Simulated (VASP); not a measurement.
A run of VASP 6.6.1 is set up as follows.

Contents of INCAR:

```
SYSTEM = Rb
  ALGO = Normal
  EDIFF = 1E-6
  ENCUT = 520
  GGA = PE
  ISIF = 2
  ISMEAR = 0
  LASPH = .TRUE.
  LCHARG = .FALSE.
  LREAL = .FALSE.
  LWAVE = .FALSE.
  NBANDS = 10
  NELM = 100
  PREC = Accurate
  SIGMA = 0.05
```

File KPOINTS:

```
k-points
0
G
  6 6 6
  0 0 0
```

File POSCAR:

```
Rb
1.0
    0.0000000000      3.5214788036      3.5214788036
    3.5214788036      0.0000000000      3.5214788036
    3.5214788036      3.5214788036      0.0000000000
Rb
1
Direct
    0.0000000000      0.0000000000      0.0000000000
```

Potentials or basis: VASP PAW PBE potentials, release 64 (Rb_sv).

The run is started by

```sh
$ cat potpaw_PBE.64/Rb_sv/POTCAR > POTCAR
$ mpirun -np 1 vasp_std > vasp.out
```

Problem. Estimate the pressure.

Solution. 0.2 GPa.
